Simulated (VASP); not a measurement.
# Os (P6_3/mmc) in VASP: further runs, part 2 of 3

VASP 6.6.1. Earlier steps stand in the parts before.

### Step 3. Single point, r2SCAN

Contents of POSCAR:

```
Os
1.0
    2.7393806551      0.0000000000      0.0000000000
   -1.3696903275      2.3723732379      0.0000000000
    0.0000000000      0.0000000000      4.3138178725
Os
2
Direct
    0.3333333333      0.6666666667      0.2500000000
    0.6666666667      0.3333333333      0.7500000000
```

Contents of INCAR.step1:

```
SYSTEM = Os
PREC = Accurate
ENCUT = 520
ISMEAR = -1
SIGMA = 0.2
LREAL = .FALSE.
LASPH = .TRUE.
NELM = 80
NBANDS = 15
GGA = PE
ALGO = Normal
EDIFF = 1E-4
LWAVE = .TRUE.
LCHARG = .FALSE.
```

Contents of INCAR.step2:

```
SYSTEM = Os
PREC = Accurate
ENCUT = 520
EDIFF = 1E-6
ISMEAR = -1
SIGMA = 0.2
LREAL = .FALSE.
LASPH = .TRUE.
NELM = 80
ALGO = Normal
ISIF = 2
LWAVE = .FALSE.
LCHARG = .FALSE.
METAGGA = R2SCAN
LMIXTAU = .TRUE.
NBANDS = 15
ISTART = 1
```

Contents of KPOINTS:

```
Automatic mesh
0
G
  13 13 7
  0 0 0
```

Potentials or basis: VASP PAW PBE potentials, release 64 (Os).

The run is started by

```console
$ cat potpaw_PBE.64/Os/POTCAR > POTCAR
$ cp INCAR.step1 INCAR
$ mpirun -np 1 vasp_std > vasp.out
$ cp INCAR.step2 INCAR
$ mpirun -np 1 vasp_std > vasp.out
```

OUTCAR:

```text
SYSTEM = Os
   PREC = Accurate
   ENCUT = 520
   EDIFF = 1E-6
   ISMEAR = -1
   LREAL = .FALSE.
   LASPH = .TRUE.
   NELM = 80
   ISIF = 2
   METAGGA = R2SCAN
   ISTART = 1

 ion  position               nearest neighbor table
   1  0.333  0.667  0.250-   2 2.67   2 2.67   2 2.67   2 2.67   2 2.67   2 2.67
   2  0.667  0.333  0.750-   1 2.67   1 2.67   1 2.67   1 2.67   1 2.67   1 2.67

  LATTYP: Found a hexagonal cell.
 ALAT       =     2.7393806551
 C/A-ratio  =     1.5747420368

  Lattice vectors:

 A1 = (   2.7393806551,   0.0000000000,   0.0000000000)
 A2 = (  -1.3696903275,   2.3723732379,   0.0000000000)
 A3 = (   0.0000000000,   0.0000000000,   4.3138178725)

Analysis of symmetry for initial positions (statically):
=====================================================================
 Subroutine PRICEL returns:
 Original cell was already a primitive cell.

 Routine SETGRP: Setting up the symmetry group for a
 hexagonal supercell.

 Subroutine GETGRP returns: Found 24 space group operations
 (whereof 12 operations were pure point group operations)
 out of a pool of 24 trial point group operations.

The static configuration has the point symmetry D_3d.
 The point group associated with its full space group is D_6h.

Analysis of symmetry for dynamics (positions and initial velocities):
=====================================================================
 Subroutine PRICEL returns:
 Original cell was already a primitive cell.

 Routine SETGRP: Setting up the symmetry group for a
 hexagonal supercell.

 Subroutine GETGRP returns: Found 24 space group operations
 (whereof 12 operations were pure point group operations)
 out of a pool of 24 trial point group operations.

The dynamic configuration has the point symmetry D_3d.
 The point group associated with its full space group is D_6h.

 Subroutine INISYM returns: Found 24 space group operations
 (whereof 12 operations are pure point group operations),
 and found     1 'primitive' translations

[... 122 lines left out ...]
   IVDW    =     0    specifies the selected vdW correction
   LEPSILON=     F    determine dielectric tensor
   LRPA    =     F    only Hartree local field effects (RPA)
 non-spin polarized calculation
  energy-cutoff  :      520.00
  volume of cell :       28.03
 maximum number of plane-waves:       769
   NGX = 11   NGY = 11   NGZ = 17

 number of electron      15.9999999 magnetization

 Free energy of the ion-electron system (eV)
  ---------------------------------------------------
  ext. energy  EPLUGINS =         0.00000000
  ---------------------------------------------------
  free energy    TOTEN  =      -106.08388819 eV

  energy without entropy =     -105.92663150  energy(sigma->0) =     -106.00525985

 E-fermi :   9.2775     XC(G=0): -15.3759

 val. band max:        9.2737216882   @ k =   0.2308   0.0000   0.2857
 cond. band min:       9.2785984631   @ k =   0.0000   0.0000   0.0000
 fundamental gap:      0.0048767749
 Fermi energy:         9.2774898606

 k-point     1 :       0.0000    0.0000    0.0000
  band No.  band energies     occupation
      1      -2.1831      2.00000
      2       1.1195      2.00000
      3       6.0661      2.00000
      4       6.0661      2.00000
      5       6.3738      2.00000
      6       6.9406      1.99998
      7       6.9406      1.99998
      8       7.5663      1.99962
      9       7.5663      1.99962
     10       9.2786      0.99723
     11      10.9776      0.00041
     12      10.9776      0.00041
     13      18.8177      0.00000
     14      23.9965      0.00000
[... 401 lines left out ...]
      2       1.9670      2.00000
      3       5.0231      2.00000
      4       5.5487      2.00000
      5       6.2495      2.00000
      6       6.4916      2.00000
      7       7.2384      1.99993
      8       7.4164      1.99982
      9       7.7993      1.99877
     10       8.1333      1.99347
     11      11.3151      0.00008
     12      13.5340      0.00000
     13      19.9852      0.00000
     14      25.2483      0.00000
     15      27.4431      0.00000

 [... further k-points ...]

------------------------ aborting loop because EDIFF is reached ----------------------------------------

  FORCE on cell =-STRESS in cart. coord.  units (eV):
  Direction    XX          YY          ZZ          XY          YZ          ZX
  --------------------------------------------------------------------------------------
  -------------------------------------------------------------------------------------
  Total        0.2272182      0.2272182      0.3699985      0.0000000      0.0000000      0.0000000
  in kB       12.9854323     12.9854323     21.1452768      0.0000000      0.0000000      0.0000000
  external PRESSURE =      15.7053804 kB  Pullay stress =       0.0000000 kB

 VOLUME and BASIS-vectors are now :
 -----------------------------------------------------------------------------
  energy-cutoff  :      520.00
  volume of cell :       28.03
      direct lattice vectors                 reciprocal lattice vectors
     2.739380655  0.000000000  0.000000000     0.365046018  0.210759417  0.000000000
    -1.369690328  2.372373238  0.000000000     0.000000000  0.421518834  0.000000000
     0.000000000  0.000000000  4.313817872     0.000000000  0.000000000  0.231813217

 POSITION                                       TOTAL-FORCE (eV/Angst)
 -----------------------------------------------------------------------------------
     -0.00000      1.58158      1.07845         0.000000      0.000000      0.000000
      1.36969      0.79079      3.23536        -0.000000      0.000000      0.000000
 -----------------------------------------------------------------------------------
    total drift:                                0.000000     -0.000000     -0.000000

  FREE ENERGIE OF THE ION-ELECTRON SYSTEM (eV)
  ---------------------------------------------------
  free  energy   TOTEN  =      -106.0838881932 eV

  energy  without entropy=     -105.9266315005  energy(sigma->0) =     -106.00525985
```

Wall time 2.4 min (1 thread of Intel Xeon 8259CL, shared host); peak memory 0.16 GiB.

What came out:

```
Free energy            : -106.0839 eV
Pressure               : 1.6 GPa
Band gap on the k mesh : zero (bands 8 and 9 overlap by 3.97 eV)
```

Stress tensor (GPa, compression positive):
```
1.30 0.00 0.00
0.00 1.30 0.00
0.00 0.00 2.11
```

Caveat: the PAW data sets were made with another functional, which shifts forces and pressure a little; spin-orbit coupling is left out, which moves the levels of the heavy elements.

### Step 4. Single point, r2SCAN

POSCAR is that of step 3.

Contents of INCAR.step1:

```
SYSTEM = Os
  ALGO = Normal
  EDIFF = 1E-4
  ENCUT = 520
  GGA = PE
  ISMEAR = -1
  LASPH = .True.
  LCHARG = .False.
  LREAL = .False.
  LWAVE = .True.
  NBANDS = 15
  NELM = 60
  PREC = Accurate
  SIGMA = 0.3
```

Contents of INCAR.step2:

```
SYSTEM = Os
  ALGO = Normal
  EDIFF = 1E-6
  ENCUT = 520
  ISIF = 2
  ISMEAR = -1
  ISTART = 1
  LASPH = .True.
  LCHARG = .False.
  LMIXTAU = .True.
  LREAL = .False.
  LWAVE = .False.
  METAGGA = R2SCAN
  NBANDS = 15
  NELM = 60
  PREC = Accurate
  SIGMA = 0.3
```

Contents of KPOINTS:

```
k-points
0
Gamma
  13 13 7
  0 0 0
```

The run is started by

```console
$ cat potpaw_PBE.64/Os/POTCAR > POTCAR
$ cp INCAR.step1 INCAR
$ mpirun -np 1 vasp_std > vasp.out
$ cp INCAR.step2 INCAR
$ mpirun -np 1 vasp_std > vasp.out
```

Run time: 2 min. Hardware: 1 thread of Intel Xeon 8259CL, shared host; peak memory 0.16 GiB.

Results (log left out):

```
Free energy            : -106.1848 eV
Pressure               : 2.6 GPa
Band gap on the k mesh : zero (bands 8 and 9 overlap by 3.97 eV)
```

Stress tensor (GPa, compression positive):
```
1.98 0.00 0.00
0.00 1.98 0.00
0.00 0.00 3.75
```

Levels at points of the mesh, in eV from the Fermi level:
```csv
k point,band 5,band 6,band 7,band 8,band 9,band 10,band 11,band 12
"(0.00, 0.00, 0.00)",-2.89,-2.32,-2.32,-1.70,-1.70,0.01,1.72,1.72
```

Caveat: so wide a smearing shifts energies and pressures; the PAW data sets were made with another functional, which shifts forces and pressure a little; spin-orbit coupling is left out, which moves the levels of the heavy elements.

[end of part 2 of 3]
